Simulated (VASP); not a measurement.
Input of a VASP 6.6.1 run:

File INCAR:

```
SYSTEM = NbMo2S6
PREC = Accurate
ENCUT = 520
EDIFF = 1E-6
ISMEAR = 0
SIGMA = 0.1
LREAL = .FALSE.
LASPH = .TRUE.
NELM = 100
ALGO = Normal
ISIF = 2
LWAVE = .FALSE.
LCHARG = .FALSE.
GGA = PE
NBANDS = 48
```

KPOINTS

```
Automatic mesh
0
G
  12 12 2
  0 0 0
```

The input POSCAR:

```
NbMo2S6
1.0
    3.2397878860      0.0000000289      0.0000000000
   -1.6198939680      2.8057385977      0.0000000000
    0.0000000000      0.0000000000     22.5198485000
Nb Mo S
1 2 6
Direct
    0.0000000000      0.0000000000      0.0000000000
    0.0000000000      0.0000000000      0.6705060000
    0.0000000000      0.0000000000      0.3294940000
    0.3333333333      0.6666666667      0.7390880000
    0.3333333333      0.6666666667      0.0709770000
    0.3333333333      0.6666666667      0.3980890000
    0.3333333333      0.6666666667      0.9290230000
    0.3333333333      0.6666666667      0.2609120000
    0.3333333333      0.6666666667      0.6019110000
```

Potentials or basis: VASP PAW PBE potentials, release 64 (Nb_sv, Mo_sv, S).

Launch:

```sh
$ cat potpaw_PBE.64/Nb_sv/POTCAR potpaw_PBE.64/Mo_sv/POTCAR potpaw_PBE.64/S/POTCAR > POTCAR
$ mpirun -np 1 vasp_std > vasp.out
```

(1) Estimate the pressure.

(2) Predict the largest force.

(3) Estimate the band gap on the k mesh.

Results:

(1) -0.2 GPa.

(2) 0.038 eV/Å.

(3) zero (an odd number of electrons rules out a gap without spin polarisation).

Caveat: this functional lacks dispersion, which binds the layers, so the pressure and a relaxed spacing across them are unreliable.
